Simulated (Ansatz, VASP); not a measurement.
**One calculation of Ta2PtS4, two programs**

File INCAR:

```
PREC = Accurate
ENCUT = 520
EDIFF = 1E-6
ISMEAR = 0
SIGMA = 0.1
LREAL = False
LASPH = True
NELM = 60
ALGO = Normal
ISIF = 2
LWAVE = False
LCHARG = False
GGA = PE
NBANDS = 37
```

File KPOINTS:

```
Automatic mesh
0
Gamma
  4 4 6
```

File POSCAR:

```
Ta2PtS4
1.0
    3.6580209600     -5.1812867000      0.0000000000
    3.6580209600      5.1812867000      0.0000000000
    0.0000000000      0.0000000000      3.6379513700
Ta Pt S
2 1 4
Direct
    0.5000000000      0.0000000000      0.5000000000
    0.0000000000      0.5000000000      0.5000000000
    0.0000000000      0.0000000000      0.0000000000
    0.7590458400      0.7590458400      0.5000000000
    0.2409541600      0.2409541600      0.5000000000
    0.7564236600      0.2435763400      0.0000000000
    0.2435763400      0.7564236600      0.0000000000
```

Input for Ansatz:

```yaml
crystal:
  lattice:
    - [3.65802096, -5.1812867, 0.0]
    - [3.65802096, 5.1812867, 0.0]
    - [0.0, 0.0, 3.63795137]
  atoms:
    - { symbol: Ta, position: [0.5, 0.0, 0.5] }
    - { symbol: Ta, position: [0.0, 0.5, 0.5] }
    - { symbol: Pt, position: [0.0, 0.0, 0.0] }
    - { symbol: S, position: [0.75904584, 0.75904584, 0.5] }
    - { symbol: S, position: [0.24095416, 0.24095416, 0.5] }
    - { symbol: S, position: [0.75642366, 0.24357634, 0.0] }
    - { symbol: S, position: [0.24357634, 0.75642366, 0.0] }
basis:
  ecutwfc: 420
kpoints:
  mp_grid: { grid: [4, 4, 6] }
hamiltonian:
  xc: pbe
scf:
  occupations: { method: gaussian, width: 0.1 }
  lower_state_search: "off"
output:
  forces: true
  stress: true
  eigenvalues: true
```

Change from the starting cell: species swapped into the Li2MnBr4 type (Cmmm, No. 65).

Alike in both runs: task single point; functional PBE; k mesh 4 × 4 × 6; occupations gaussian, width 0.1 eV; no spin polarisation.

|  | VASP | Ansatz |
| --- | --- | --- |
| version | VASP 6.6.1 | Ansatz 0.2.0 |
| potentials or method | VASP PAW PBE potentials, release 64 (Ta_pv, Pt, S), cutoff 520 eV | scalar-relativistic, plane waves, PAW |
| valence electrons in the cell | 56 | 68 |

Ansatz gave:

- gap on the k mesh at the Fermi level (eV): none
- pressure (GPa): -8.7
- traceless stress, the component that is largest in VASP (GPa): -1.77
- rms of the force components (eV/Å): 0.162

Question: What did VASP give for the same quantities?

Answer: gap on the k mesh at the Fermi level (eV): none; pressure (GPa): -8.7; traceless stress, the component that is largest in VASP (GPa): -1.79; rms of the force components (eV/Å): 0.165.

Atom by atom the forces differ by 0.004 eV/Å (rms over components). A gap of «none» marks a metal or a gap that the smearing closes. With one functional, cell and mesh, what is left measures potentials, basis and numerics. VASP's potentials hold 56 valence electrons a cell and Ansatz's 68, so a difference there can come from the potentials and not from the codes.

Neither program's run includes spin-orbit coupling.
